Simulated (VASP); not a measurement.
The system is CdF2.

```xyz
3
Lattice="0.0000 2.6940 2.6940 2.6940 0.0000 2.6940 2.6940 2.6940 0.0000" Properties=species:S:1:pos:R:3 pbc="T T T"
Cd    0.0000    0.0000    0.0000
F     1.3470    1.3470    1.3470
F     4.0410    4.0410    4.0410
```

Base run:

| Item | Value |
| --- | --- |
| Program | VASP 6.6.1 |
| Functional | PBE |
| Potentials or basis | VASP PAW PBE potentials, release 64 (Cd, F) |
| Cutoff | 520 eV |
| k mesh | 6 × 6 × 6 |
| Occupations | gaussian, width 0.1 eV |
| Spin | no spin polarisation |

Its results: band gap on the k mesh 3.09 eV, indirect (least direct gap 3.57 eV); pressure 6.2 GPa.

Q: The run is repeated on the same cell with these changes: k mesh from 6 × 6 × 6 to 2 × 2 × 2, shifted; further incar settings from ALGO = Normal; EDIFF = 1e-06; NBANDS = 20 to ALGO = Normal; EDIFF = 1e-07; NBANDS = 20; ISYM = 0. What comes out?

A: Band gap on the k mesh 5.29 eV, indirect (least direct gap 5.61 eV); pressure 6.1 GPa.

Caveats: some runs use coarse meshes.

A k mesh can miss the band edges.
